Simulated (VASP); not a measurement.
Input of a VASP 6.6.1 run:

File INCAR:

```
PREC = Accurate
ENCUT = 520
EDIFF = 1E-6
ISMEAR = -1
SIGMA = 0.05
LREAL = False
LASPH = True
NELM = 80
ALGO = Normal
ISIF = 2
LWAVE = False
LCHARG = False
GGA = RE
NBANDS = 26
```

KPOINTS

```
Automatic mesh
0
Gamma
  10 10 5
```

The input POSCAR:

```
GaN
1.0
    3.1800000000      0.0000000000      0.0000000000
   -1.5900000000      2.7539607840      0.0000000000
    0.0000000000      0.0000000000      5.1660000000
Ga N
2 2
Direct
    0.6666666667      0.3333333333      0.5000000000
    0.3333333333      0.6666666667      0.0000000000
    0.6666666667      0.3333333333      0.8750000000
    0.3333333333      0.6666666667      0.3750000000
```

Potentials or basis: VASP PAW PBE potentials, release 64 (Ga_d, N).

Launch:

```bash
$ cat potpaw_PBE.64/Ga_d/POTCAR potpaw_PBE.64/N/POTCAR > POTCAR
$ mpirun -np 1 vasp_std > vasp.out
```

Q: Predict the largest force.

A: 0.138 eV/Å.

Q: Estimate the pressure.

A: 10.2 GPa.

Stress tensor (GPa, compression positive):
```
 9.48  0.00  0.00
 0.00  9.48  0.00
 0.00  0.00 11.61
```

Caveat: the PAW data sets were made with another functional, which shifts forces and pressure a little.
